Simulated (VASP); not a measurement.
A run of VASP 6.6.1:

INCAR

```
ALGO = Normal ; EDIFF = 1E-6
ENCUT = 520 ; GGA = PS
ISIF = 2 ; ISMEAR = 0
LASPH = T ; LCHARG = F
LREAL = F ; LWAVE = F
NBANDS = 14 ; NELM = 60
PREC = Accurate ; SIGMA = 0.01
```

Contents of KPOINTS:

```
k-points
0
Gamma
  8 8 8
```

The input POSCAR:

```
NaF
1.0
    2.3613980726      2.3613980726      0.0000000000
   -2.3613980726      2.3613980726      0.0000000000
    0.0000000000      2.3613980726      2.2939914817
Na F
1 1
Direct
    0.0000000000      0.0000000000      0.0000000000
    0.5000000000      0.5000000000      0.0000000000
```

Potentials or basis: VASP PAW PBE potentials, release 64 (Na_pv, F).

The run is started by

```bash
$ cat potpaw_PBE.64/Na_pv/POTCAR potpaw_PBE.64/F/POTCAR > POTCAR
$ mpirun -np 1 vasp_std > vasp.out
```

Hardware: 1 thread of Intel Xeon 8259CL, with other jobs on the host.

Task: Estimate the wall time of this run.

Result: It took 26 s on 1 thread of Intel Xeon 8259CL (shared host), peak memory 0.15 GiB. Counts: scf iterations 12, k points 59.
